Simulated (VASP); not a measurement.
# TiCo in VASP: further runs

TiCo is run at these levels: PBE; tasks: single point.

Program: VASP 6.6.1. These are calculated values, not measurements. Logs are shortened: lines on timing, memory, paths and dates and some standing lists are left out, and cuts for length are marked.

## 1. The cell of the first run

The cell holds a disordered packing, 16 atoms: a = 6.212 Å, b = 6.332 Å, c = 6.284 Å, α = 92.24°, β = 88.95°, γ = 90.44°.

## 2. Single point, PBE

INCAR reads:

```
PREC = Accurate ; ENCUT = 400
EDIFF = 1E-6 ; ISMEAR = -1
SIGMA = 0.2396 ; LREAL = Auto
LASPH = T ; NELM = 120
ALGO = Normal ; ISIF = 2
LWAVE = F ; LCHARG = T
GGA = PE ; LELF = T
LVHAR = T ; ISYM = -1
NBANDS = 98 ; GGA_COMPAT = F
```

KPOINTS reads:

```
explicit points
1
Reciprocal
  0.25000000   0.25000000   0.25000000 1
```

POSCAR reads:

```
TiCo
1.0
    6.2119360000     -0.0237870000      0.0571590000
   -0.0237870000      6.3309150000     -0.1234120000
    0.0571590000     -0.1234120000      6.2827850000
Ti Co
8 8
Direct
    0.0102946623      0.4461245338      0.8803894592
    0.1799358107      0.5750974991      0.3097693111
    0.0808197715      0.0352542502      0.1357501841
    0.2624882470      0.1763906278      0.5392608779
    0.4252182678      0.4278912976      0.8362214957
    0.4942886808      0.9058262798      0.2149834486
    0.6704427912      0.7460920198      0.8125331153
    0.7064522275      0.1472752197      0.5967776116
    0.4274724418      0.7801783777      0.5261052983
    0.8581014217      0.6000325593      0.2143995058
    0.9514757330      0.7417024014      0.5483916090
    0.4833969421      0.2981680455      0.1794233018
    0.4769639271      0.0630596236      0.8441122103
    0.7959296136      0.1571581245      0.1860511951
    0.2179040894      0.7558409829      0.8981600783
    0.6955279517      0.5116466303      0.5135222122
```

Potentials or basis: VASP PAW PBE potentials, release 64 (Ti_sv, Co).

Launch:

```bash
$ cat potpaw_PBE.64/Ti_sv/POTCAR potpaw_PBE.64/Co/POTCAR > POTCAR
$ mpirun -np 1 vasp_std > vasp.out
```

OUTCAR:

```text
PREC = Accurate
   ENCUT = 400
   EDIFF = 1E-6
   ISMEAR = -1
   LREAL = Auto
   LASPH = T
   NELM = 120
   ISIF = 2
   GGA = PE
   ISYM = -1

 ion  position               nearest neighbor table
   1  0.010  0.446  0.880-  15 2.34  10 2.46   5 2.59  11 2.89   7 2.90  14 2.99
   2  0.180  0.575  0.310-  10 2.11  11 2.28   9 2.41  12 2.68  15 2.87
   3  0.081  0.035  0.136-  14 1.95  15 2.42   6 2.76   4 2.90  12 3.00
   4  0.262  0.176  0.539-  13 2.49   5 2.62   9 2.72  12 2.76   8 2.80   3 2.90
   5  0.425  0.428  0.836-  13 2.34  12 2.37  15 2.47   7 2.52   1 2.59   4 2.62  16 2.68   8 2.87
                             9 3.02
   6  0.494  0.906  0.215-   9 2.17  14 2.46  12 2.50  13 2.57   3 2.76  15 2.79   7 2.89  10 2.99

   7  0.670  0.746  0.813-  13 2.35  16 2.35  11 2.39   9 2.39   5 2.52  15 2.85   6 2.89   1 2.90
                            10 2.98
   8  0.706  0.147  0.597-  13 2.17  16 2.39  14 2.63   4 2.80   5 2.87   9 2.91  11 3.00
   9  0.427  0.780  0.526-   6 2.17  16 2.39   7 2.39   2 2.41  13 2.65  15 2.66   4 2.72   8 2.91
                            11 2.97   5 3.02
  10  0.858  0.600  0.214-   2 2.11  16 2.21  11 2.33   1 2.46  14 2.83   7 2.98   6 2.99  12 3.01

  11  0.951  0.742  0.548-  16 2.16   2 2.28  10 2.33   7 2.39  15 2.77   1 2.89   9 2.97   8 3.00

  12  0.483  0.298  0.179-  14 2.15   5 2.37   6 2.50  13 2.53   2 2.68   4 2.76  16 2.80   3 3.00
                            10 3.01
  13  0.477  0.063  0.844-   8 2.17   5 2.34   7 2.35   4 2.49  12 2.53  15 2.54   6 2.57   9 2.65
                            14 2.99
  14  0.796  0.157  0.186-   3 1.95  12 2.15   6 2.46   8 2.63  10 2.83  13 2.99   1 2.99  16 3.05

  15  0.218  0.756  0.898-   1 2.34   3 2.42   5 2.47  13 2.54   9 2.66  11 2.77   6 2.79   7 2.85
                             2 2.87
  16  0.696  0.512  0.514-  11 2.16  10 2.21   7 2.35   9 2.39   8 2.39   5 2.68  12 2.80  14 3.05

IMPORTANT INFORMATION: All symmetrisations will be switched off!
NOSYMM: (Re-)initialisation of all symmetry stuff for point group C_1.

----------------------------------------------------------------------------------------

                                     Primitive cell

  volume of cell :     246.9661

  direct lattice vectors                    reciprocal lattice vectors
     6.211936000 -0.023787000  0.057159000     0.160995990  0.000576575 -0.001453370
    -0.023787000  6.330915000 -0.123412000     0.000576575  0.158017621  0.003098676
     0.057159000 -0.123412000  6.282785000    -0.001453370  0.003098676  0.159239173

  length of vectors
     6.212244509  6.332162433  6.284256919     0.161003583  0.158049052  0.159275950

  position of ions in fractional coordinates (direct lattice)
     0.010294662  0.446124534  0.880389459
     0.179935811  0.575097499  0.309769311
     0.080819772  0.035254250  0.135750184
     0.262488247  0.176390628  0.539260878
     0.425218268  0.427891298  0.836221496
     0.494288681  0.905826280  0.214983449
[... 8 lines left out ...]
     0.217904089  0.755840983  0.898160078
     0.695527952  0.511646630  0.513522212

  ion indices of the primitive-cell ions
   primitive index   ion index
                 1           1
                 2           2
                 3           3
                 4           4
                 5           5
                 6           6
[... 8 lines left out ...]
                15          15
                16          16

----------------------------------------------------------------------------------------

 KPOINTS: explicit points

Read explicit list of k-points.

 Found      1 k-points:

 Following reciprocal coordinates:
            Coordinates               Weight
  0.250000  0.250000  0.250000      1.000000
   k-points           NKPTS =      1   k-points in BZ     NKDIM =      1   number of bands    NBANDS=     98
   number of dos      NEDOS =    301   number of ions     NIONS =     16
   total plane-waves  NPLWV =  74088
   dimension x,y,z NGX =    42 NGY =   42 NGZ =   42
   dimension x,y,z NGXF=    84 NGYF=   84 NGZF=   84
   ions per type =               8   8
   NGX,Y,Z   is equivalent  to a cutoff of  11.24, 11.03, 11.11 a.u.
   NGXF,Y,Z  is equivalent  to a cutoff of  22.48, 22.05, 22.22 a.u.
 SYSTEM =  unknown system
   PREC   = accura    normal or accurate (medium, high low for compatibility)
   ISTART =      0    job   : 0-new  1-cont  2-samecut
   ICHARG =      2    charge: 1-file 2-atom 10-const
   ISPIN  =      1    spin polarized calculation?
   LNONCOLLINEAR =      F non collinear calculations
   LSORBIT =      F    spin-orbit coupling
   LASPH  =      T    aspherical Exc in radial PAW
   ENCUT  =  400.0 eV  29.40 Ry    5.42 a.u.  10.13 10.33 10.25*2*pi/ulx,y,z
   NELM   =    120;   NELMIN=  2; NELMDL= -5     # of ELM steps
   EDIFF  = 0.1E-05   stopping-criterion for ELM
   LREAL  =      T    real-space projection
   EDIFFG = 0.1E-04   stopping-criterion for IOM
   NSW    =      0    number of steps for IOM
   IBRION =     -1    ionic relax: 0-MD 1-quasi-New 2-CG
   NFREE  =      0    steps in history (QN), initial steepest desc. (CG)
   ISIF   =      2    stress and relaxation
   ISYM   =     -1    0-nonsym 1-usesym 2-fastsym
   POTIM  = 0.5000    time-step for ionic-motion
   TEBEG  =    0.0;   TEEND  =   0.0 temperature during run
   PSTRESS=    0.0 pullay stress
   NELECT =     168.0000    total number of electrons
   NUPDOWN=      -1.0000    fix difference up-down
   EMIN   =  10.00;   EMAX   =-10.00  energy-range for DOS
   EFERMI =   0.00;   METHOD = LEGACY
   ISMEAR =    -1;   SIGMA  =   0.24  broadening in eV -4-tet -1-fermi 0-gaus
   EFERMI_NEDOS =   21; number of points for ismear=-14 and -15
   IALGO  =     38    algorithm
   IMIX   =      4    mixing-type and parameters
     AMIX     =   0.40;   BMIX     =  1.00
     AMIX_MAG =   1.60;   BMIX_MAG =  1.00
  volume/ion in A,a.u.               =      15.44       104.16
  Fermi-wavevector in a.u.,A,eV,Ry     =   1.439789  2.720807 28.204770  2.072992
  Thomas-Fermi vector in A             =   2.558605
   LORBIT       =      0    0 simple, 1 ext, 2 COOP (PROOUT), +10 PAW based schemes
   GGA     = PE    functional components
   LHFCALC =     F    Hartree Fock is set to
   AEXX    =    0.0000 exact exchange contribution
   IVDW    =     0    specifies the selected vdW correction
   LEPSILON=     F    determine dielectric tensor
   LRPA    =     F    only Hartree local field effects (RPA)
 non-spin polarized calculation
  energy-cutoff  :      400.00
  volume of cell :      246.97
 maximum number of plane-waves:      4482
 NGX is ok and might be reduce to    40
   NGX = 21   NGY = 21   NGZ = 21

 number of electron     168.0000016 magnetization

 Free energy of the ion-electron system (eV)
  ---------------------------------------------------
  ext. energy  EPLUGINS =         0.00000000
  ---------------------------------------------------
  free energy    TOTEN  =      -115.86173642 eV

  energy without entropy =     -111.96652137  energy(sigma->0) =     -113.91412889

 E-fermi :   7.9594     XC(G=0): -11.6205

 val. band max:        7.9287081633   @ k =   0.2500   0.2500   0.2500
 cond. band min:       8.0296167005   @ k =   0.2500   0.2500   0.2500
 fundamental gap:      0.1009085372
 Fermi energy:         7.9593672863

 k-point     1 :       0.2500    0.2500    0.2500
  band No.  band energies     occupation
      1     -49.0273      2.00000
      2     -48.9760      2.00000
      3     -48.9623      2.00000
      4     -48.9356      2.00000
      5     -48.9076      2.00000
      6     -48.8109      2.00000
[... 88 lines left out ...]
     95       8.9467      0.03194
     96       9.0093      0.02469
 [bands above 96 left out]

------------------------ aborting loop because EDIFF is reached ----------------------------------------

  FORCE on cell =-STRESS in cart. coord.  units (eV):
  Direction    XX          YY          ZZ          XY          YZ          ZX
  --------------------------------------------------------------------------------------
  -------------------------------------------------------------------------------------
  Total        3.9332764     -1.7899112     -5.0789778     -2.7355157      3.6502216     -2.3253332
  in kB       25.5168906    -11.6119396    -32.9495586    -17.7464910     23.6805903    -15.0854575
  external PRESSURE =      -6.3482025 kB  Pullay stress =       0.0000000 kB

 VOLUME and BASIS-vectors are now :
 -----------------------------------------------------------------------------
  energy-cutoff  :      400.00
  volume of cell :      246.97
      direct lattice vectors                 reciprocal lattice vectors
     6.211936000 -0.023787000  0.057159000     0.160995990  0.000576575 -0.001453370
    -0.023787000  6.330915000 -0.123412000     0.000576575  0.158017621  0.003098676
     0.057159000 -0.123412000  6.282785000    -0.001453370  0.003098676  0.159239173

 POSITION                                       TOTAL-FORCE (eV/Angst)
 -----------------------------------------------------------------------------------
      0.10366      2.71548      5.47683        -1.454865     -0.207720     -0.474857
      1.12178      3.59838      1.88552         1.629940     -0.994103     -0.331016
      0.50897      0.20452      0.85316         1.160782     -1.213979     -0.624025
      1.65719      1.04392      3.38130        -0.759954     -1.041251     -0.323332
      2.67905      2.59563      5.22530        -0.035116      0.886276      0.590643
      3.06123      5.69642      1.26716         0.878825     -0.796743     -0.243078
[... 8 lines left out ...]
      1.38696      4.66914      5.56212        -0.041271      0.142973     -0.528053
      4.33776      3.15927      3.20296        -1.683899     -2.171924      0.043397
 -----------------------------------------------------------------------------------
    total drift:                               -0.010343      0.004289      0.005007

  FREE ENERGIE OF THE ION-ELECTRON SYSTEM (eV)
  ---------------------------------------------------
  free  energy   TOTEN  =      -115.8617364151 eV

  energy  without entropy=     -111.9665213664  energy(sigma->0) =     -113.91412889
```

Run time: 3.2 min. Hardware: 1 thread of AMD EPYC 7R43 (Zen 3), shared host; peak memory 0.22 GiB.

What came out:

| Item | Value |
| --- | --- |
| Free energy | -115.8617 eV |
| Pressure | -0.6 GPa |
| Largest force | 3.074 eV/Å |

Forces on the atoms (eV/Å):
```
Ti  -1.455 -0.208 -0.475
Ti   1.630 -0.994 -0.331
Ti   1.161 -1.214 -0.624
Ti  -0.760 -1.041 -0.323
Ti  -0.035  0.886  0.591
Ti   0.879 -0.797 -0.243
Ti   1.884  0.596  1.208
Ti   1.906 -0.478 -1.123
Co  -1.071  0.321  1.237
Co  -1.593  0.520 -2.505
Co   1.641  2.364  1.079
Co  -1.754  0.722  1.152
Co  -0.975 -0.256  0.873
Co   0.267  1.607 -0.031
Co  -0.041  0.143 -0.528
Co  -1.684 -2.172  0.043
```

Stress tensor (GPa, compression positive):
```
 2.55 -1.77 -1.51
-1.77 -1.16  2.37
-1.51  2.37 -3.29
```

Levels at points of the mesh, in eV from the Fermi level:
```
           k point  band 80  band 81  band 82  band 83  band 84  band 85  band 86  band 87  band 88  band 89
(0.25, 0.25, 0.25)    -0.48    -0.35    -0.28    -0.16    -0.03     0.07     0.16     0.22     0.37     0.45
```

Caveat: atoms lie so close that the PAW spheres overlap strongly, which falsifies energies and pressures; the atoms stand as in a frame of molecular dynamics; the run has no spin polarisation, though such a crystal can be magnetic. Spin polarisation is off, so any magnetic state and its effect on volume and gap are missing.

[end of part 1 of 3]
